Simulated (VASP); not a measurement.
# C in VASP: a series of runs

The runs below take C through single point, relaxation of the atoms, with PBE+D3(BJ), r2SCAN.

Everything below comes from runs of VASP 6.6.1. Logs are shortened: lines on timing, memory, paths and dates and some standing lists are left out, and cuts for length are marked.

**1. The cell of the first run**

The cell holds a slab with vacuum, 2 atoms: a = 2.638 Å, b = 2.638 Å, c = 26.003 Å, α = 90.00°, β = 90.00°, γ = 120.00°.

**2. Single point, PBE+D3(BJ) (biaxial strain +0.070, then relaxed in part)**

Input file INCAR:

```
SYSTEM = C
PREC = Accurate ; ENCUT = 520
EDIFF = 1E-7 ; ISMEAR = 0
SIGMA = 0.1 ; LREAL = .FALSE.
LASPH = .TRUE. ; NELM = 100
ALGO = Normal ; ISIF = 2
LWAVE = .FALSE. ; LCHARG = .FALSE.
LDIPOL = .TRUE. ; IDIPOL = 3
DIPOL = 0.5 0.5 0.500 ; GGA = PE
IVDW = 12 ; NBANDS = 11
```

Input file KPOINTS:

```
regular mesh
0
G
  18 18 1
  0 0 0
```

Input file POSCAR:

```
C
1.0
    2.6383193709      0.0000000000      0.0000000000
   -1.3191596854      2.2848515985      0.0000000000
    0.0000000000      0.0000000000     26.0032200122
C
2
Direct
    0.6666666667      0.3333333333      0.5000000000
    0.3333333333      0.6666666667      0.5000000000
```

Potentials or basis: VASP PAW PBE potentials, release 64 (C).

The run is started by

```bash
> cat potpaw_PBE.64/C/POTCAR > POTCAR
> mpirun -np 1 vasp_std > vasp.out
```

OUTCAR:

```text
SYSTEM = C
   PREC = Accurate
   ENCUT = 520
   EDIFF = 1E-7
   ISMEAR = 0
   LREAL = .FALSE.
   LASPH = .TRUE.
   NELM = 100
   ISIF = 2
   GGA = PE
   IVDW = 12
 IVDW          = 12

 ion  position               nearest neighbor table
   1  0.667  0.333  0.500-   2 1.52   2 1.52   2 1.52
   2  0.333  0.667  0.500-   1 1.52   1 1.52   1 1.52

  LATTYP: Found a hexagonal cell.
 ALAT       =     2.6383193709
 C/A-ratio  =     9.8559788853

  Lattice vectors:

 A1 = (   2.6383193709,   0.0000000000,   0.0000000000)
 A2 = (  -1.3191596854,   2.2848515985,   0.0000000000)
 A3 = (   0.0000000000,   0.0000000000,  26.0032200122)

Analysis of symmetry for initial positions (statically):
=====================================================================
 Subroutine PRICEL returns:
 Original cell was already a primitive cell.

 Routine SETGRP: Setting up the symmetry group for a
 hexagonal supercell.

 Subroutine GETGRP returns: Found 24 space group operations
 (whereof 24 operations were pure point group operations)
 out of a pool of 24 trial point group operations.

The static configuration has the point symmetry D_6h.

Analysis of symmetry for dynamics (positions and initial velocities):
=====================================================================
 Subroutine PRICEL returns:
 Original cell was already a primitive cell.

 Routine SETGRP: Setting up the symmetry group for a
 hexagonal supercell.

 Subroutine GETGRP returns: Found 24 space group operations
 (whereof 24 operations were pure point group operations)
 out of a pool of 24 trial point group operations.

The dynamic configuration has the point symmetry D_6h.

 Subroutine INISYM returns: Found 24 space group operations
 (whereof 24 operations are pure point group operations),
 and found     1 'primitive' translations

----------------------------------------------------------------------------------------

                                     Primitive cell

  volume of cell :     156.7518

  direct lattice vectors                    reciprocal lattice vectors
     2.638319371  0.000000000  0.000000000     0.379029169  0.218832593  0.000000000
    -1.319159685  2.284851598  0.000000000     0.000000000  0.437665186  0.000000000
     0.000000000  0.000000000 26.003220012     0.000000000  0.000000000  0.038456776

  length of vectors
     2.638319371  2.638319371 26.003220012     0.437665186  0.437665186  0.038456776

  position of ions in fractional coordinates (direct lattice)
     0.666666667  0.333333333  0.500000000
[... 95 lines left out ...]
   IALGO  =     38    algorithm
   IMIX   =      4    mixing-type and parameters
     AMIX     =   0.40;   BMIX     =  1.00
     AMIX_MAG =   1.60;   BMIX_MAG =  1.00
  volume/ion in A,a.u.               =      78.38       528.91
  Fermi-wavevector in a.u.,A,eV,Ry     =   0.607250  1.147536  5.017179  0.368752
  Thomas-Fermi vector in A             =   1.661642
   LORBIT       =      0    0 simple, 1 ext, 2 COOP (PROOUT), +10 PAW based schemes
   GGA     = PE    functional components
   LHFCALC =     F    Hartree Fock is set to
   AEXX    =    0.0000 exact exchange contribution
   IVDW    =    12    specifies the selected vdW correction
   LEPSILON=     F    determine dielectric tensor
   LRPA    =     F    only Hartree local field effects (RPA)
 non-spin polarized calculation
 Gauss-broadening in eV      SIGMA  =   0.10
  energy-cutoff  :      520.00
  volume of cell :      156.75
 maximum number of plane-waves:      4285
 NGX is ok and might be reduce to    20
   NGX =  9   NGY =  9   NGZ = 97

 dipolmoment           0.000000      0.000000      0.000000 electrons x Angstroem

 number of electron       7.9999999 magnetization

 dipolmoment           0.000000      0.000000     -0.000000 electrons x Angstroem

 Free energy of the ion-electron system (eV)
  ---------------------------------------------------
  ext. energy  EPLUGINS =         0.00000000
  ---------------------------------------------------
  free energy    TOTEN  =       -17.90565219 eV

  energy without entropy =      -17.90495566  energy(sigma->0) =      -17.90530393

 E-fermi :  -3.7015     XC(G=0):  -1.6172

 val. band max:       -3.7015394391   @ k =   0.3333   0.3333   0.0000
 cond. band min:      -3.7015394347   @ k =   0.3333   0.3333   0.0000
 fundamental gap:      0.0000000043
 Fermi energy:        -3.7015394372

 k-point     1 :       0.0000    0.0000    0.0000
  band No.  band energies     occupation
      1     -21.6542      2.00000
      2     -10.0450      2.00000
      3      -6.7687      2.00000
      4      -6.7687      2.00000
      5       0.1348      0.00000
      6       0.8668      0.00000
      7       1.1475      0.00000
      8       1.6133      0.00000
      9       1.8971      0.00000
     10       2.8059      0.00000
     11       3.2074      0.00000
[... 309 lines left out ...]
 k-point    24 :       0.3889    0.1111    0.0000
  band No.  band energies     occupation
      1     -17.6052      2.00000
      2     -14.9970      2.00000
      3     -10.2904      2.00000
      4      -5.8102      2.00000
      5      -1.8208      0.00000
      6       2.9565      0.00000
      7       5.8689      0.00000
      8       6.5550      0.00000
      9       7.0966      0.00000
     10       7.4585      0.00000
     11       7.7993      0.00000

 [... further k-points ...]

------------------------ aborting loop because EDIFF is reached ----------------------------------------

 vacuum level on the upper side and lower side of the slab       (xc-potential included)        -0.012        -0.012

 Edisp (eV)   -0.16158

 E8    (eV) :    -0.0508

  FORCE on cell =-STRESS in cart. coord.  units (eV):
  Direction    XX          YY          ZZ          XY          YZ          ZX
  --------------------------------------------------------------------------------------
  -------------------------------------------------------------------------------------
  Total      -7.88493    -7.88493    -0.00886    -0.00000     0.00000     0.00000
  in kB     -80.59273   -80.59273    -0.09060    -0.00000     0.00000     0.00000
  external pressure =      -53.76 kB  Pullay stress =        0.00 kB

 VOLUME and BASIS-vectors are now :
 -----------------------------------------------------------------------------
  energy-cutoff  :      520.00
  volume of cell :      156.75
      direct lattice vectors                 reciprocal lattice vectors
     2.638319371  0.000000000  0.000000000     0.379029169  0.218832593  0.000000000
    -1.319159685  2.284851598  0.000000000     0.000000000  0.437665186  0.000000000
     0.000000000  0.000000000 26.003220012     0.000000000  0.000000000  0.038456776

 POSITION                                       TOTAL-FORCE (eV/Angst)
 -----------------------------------------------------------------------------------
      1.31916      0.76162     13.00161        -0.000000      0.000000      0.000000
     -0.00000      1.52323     13.00161         0.000000      0.000000      0.000000
 -----------------------------------------------------------------------------------
    total drift:                               -0.000000      0.000000     -0.000000

  FREE ENERGIE OF THE ION-ELECTRON SYSTEM (eV)
  ---------------------------------------------------
  free  energy   TOTEN  =       -18.0672361240 eV

  energy  without entropy=      -18.0665395937  energy(sigma->0) =      -18.06688786

 vacuum level on the upper side and lower side of the slab         1.057         1.057
```

It took 41 s on 1 thread of Intel Xeon 6975P-C (Granite Rapids), shared host; peak memory 0.27 GiB.

Results:

- Free energy: -18.0672 eV
- Band gap on the k mesh: zero (filled and empty bands touch)
- Dispersion energy per atom: -0.081 eV

Levels at points of the mesh, in eV from the Fermi level:
```
           k point  band 1  band 2  band 3  band 4  band 5  band 6  band 7  band 8
(0.00, 0.00, 0.00)  -17.95   -6.34   -3.07   -3.07    3.84    4.57    4.85    5.31
(0.50, 0.00, 0.00)  -13.56  -12.03   -5.85   -1.99    1.56    5.50   10.65   10.82
```

Caveat: the cell differs from its parent crystal (biaxial strain +0.070, then relaxed in part).

(Part 1 of 2 ends here.)
